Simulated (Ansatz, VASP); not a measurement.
Two plane-wave programs on ZnSi2N

```
Zn Si N
1.0
     2.71645    0.00000    0.00000
    -1.35823    2.35252    0.00000
     0.00000    0.00000    7.91579
Zn Si N
1 2 1
Direct
  0.00000 0.00000 0.00000
  0.33333 0.66667 0.33158
  0.66667 0.33333 0.66842
  0.00000 0.00000 0.50000
```

Change from the starting cell: species swapped into the NiSn2Au type (P-3m1, No. 164).

Alike in both runs: functional PBE; k mesh 18 × 18 × 6; occupations gaussian, width 0.1 eV; no spin polarisation.

Ansatz relaxed the structure, and its values are those at the end. VASP's run is a single point on that final structure, the one shown.

|  | VASP | Ansatz |
| --- | --- | --- |
| version | VASP 6.6.1 | Ansatz 0.2.0 |
| potentials or method | VASP PAW PBE potentials, release 64 (Zn, Si, N), cutoff 520 eV | scalar-relativistic, plane waves, PAW |
| valence electrons in the cell | 25 | 25 |

```tsv
	VASP	Ansatz	Ansatz less VASP
gap on the k mesh at the Fermi level (eV)	none	none	-
pressure (GPa)	0.1	0.0	-0.08
rms of the force components (eV/Å)	0.004	0.000	-0.0035
```

A gap of «none» marks a metal or a gap that the smearing closes. With one functional, cell and mesh, what is left measures potentials, basis and numerics.
